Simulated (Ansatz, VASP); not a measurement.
# Two plane-wave programs on BPd4

```xyz
5
Lattice="4.2014 0.0000 0.0000 0.0000 4.2014 0.0000 0.0000 0.0000 4.2014" Properties=species:S:1:pos:R:3 pbc="T T T"
B     2.1007    2.1007    2.1007
Pd    0.9841    0.9841    0.9841
Pd    3.2173    3.2173    0.9841
Pd    3.2173    0.9841    3.2173
Pd    0.9841    3.2173    3.2173
```

Alike in both runs: task relaxation of cell and atoms; functional PBE; k mesh 10 × 10 × 10; occupations gaussian, width 0.1 eV; no spin polarisation.

```csv
,VASP,Ansatz
version,VASP 6.6.1,Ansatz 0.2.0
potentials or method,"VASP PAW PBE potentials, release 64 (B, Pd), cutoff 600 eV","scalar-relativistic, plane waves, PAW"
valence electrons in the cell,43,75
```

|  | VASP | Ansatz | Ansatz less VASP |
| --- | --- | --- | --- |
| gap on the k mesh at the Fermi level, each at its own relaxed structure (eV) | none | none | - |
| relaxed volume (Å³/atom) | 14.85 | 14.85 | -0.004 |
| relaxed cell length with the largest relative difference (Å) | 4.203 | 4.203 | -0.0004 |

A gap of «none» marks a metal or a gap that the smearing closes. VASP's potentials hold 43 valence electrons a cell and Ansatz's 75, so a difference there can come from the potentials and not from the codes.
